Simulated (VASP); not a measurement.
A run of VASP 6.6.1:

INCAR

```
SYSTEM = TaSi4W
PREC = Accurate ; ENCUT = 500
EDIFF = 1E-6 ; ISMEAR = 0
SIGMA = 0.2 ; LREAL = .False.
LASPH = .True. ; NELM = 120
ALGO = Normal ; ISIF = 2
LWAVE = .False. ; LCHARG = .False.
GGA = PE ; NBANDS = 30
GGA_COMPAT = .False.
```

KPOINTS

```
regular mesh
0
Gamma
  4 4 4
  0 0 0
```

POSCAR

```
TaSi4W
1.0
    0.0000000000      3.4433237910      3.4433237910
    3.4433237910      0.0000000000      3.4433237910
    3.4433237910      3.4433237910      0.0000000000
Ta Si W
1 4 1
Direct
    0.0000000000      0.0000000000      0.0000000000
    0.8739082521      0.3753639160      0.3753639160
    0.3753639160      0.3753639160      0.3753639160
    0.3753639160      0.8739082521      0.3753639160
    0.3753639160      0.3753639160      0.8739082521
    0.7500000000      0.7500000000      0.7500000000
```

Potentials or basis: VASP PAW PBE potentials, release 64 (Ta_pv, Si, W_sv).

Launch:

```bash
$ cat potpaw_PBE.64/Ta_pv/POTCAR potpaw_PBE.64/Si/POTCAR potpaw_PBE.64/W_sv/POTCAR > POTCAR
$ mpirun -np 1 vasp_std > vasp.out
```

Hardware: 1 thread of Intel(R) Xeon(R) Platinum 8488C (Sapphire Rapids) (shared host).

Task: Estimate the wall time of this run.

Result: Wall time 13 s on 1 thread of Intel(R) Xeon(R) Platinum 8488C (Sapphire Rapids), on a shared host, peak memory 0.21 GiB. Counts: scf iterations 14, k points 8.
